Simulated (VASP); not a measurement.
A run of VASP 6.6.1 is set up as follows.

File INCAR:

```
ALGO = Normal
EDIFF = 1E-7
ENCUT = 520
GGA = PE
ISIF = 2
ISMEAR = 0
LASPH = T
LCHARG = F
LREAL = F
LWAVE = F
NBANDS = 26
NELM = 80
PREC = Accurate
SIGMA = 0.1
```

The input KPOINTS:

```
k-points
0
Gamma
  10 10 10
```

File POSCAR:

```
Ca3F
1.0
    5.1943848991      0.0000000000      0.0000000000
    0.0000000000      5.1943848991      0.0000000000
    0.0000000000      0.0000000000      5.1943848991
Ca F
3 1
Direct
    0.0000000000      0.5000000000      0.5000000000
    0.5000000000      0.0000000000      0.5000000000
    0.5000000000      0.5000000000      0.0000000000
    0.0000000000      0.0000000000      0.0000000000
```

Potentials or basis: VASP PAW PBE potentials, release 64 (Ca_sv, F).

Command:

```bash
$ cat potpaw_PBE.64/Ca_sv/POTCAR potpaw_PBE.64/F/POTCAR > POTCAR
$ mpirun -np 1 vasp_std > vasp.out
```

(1) Predict the band gap on the k mesh.

(2) What does it give for the pressure?

## Answers

(1) zero (an odd number of electrons rules out a gap without spin polarisation).

(2) -0.1 GPa.

Caveat: an odd number of electrons without spin polarisation forces a metal; a magnetic or distorted state may lie lower.
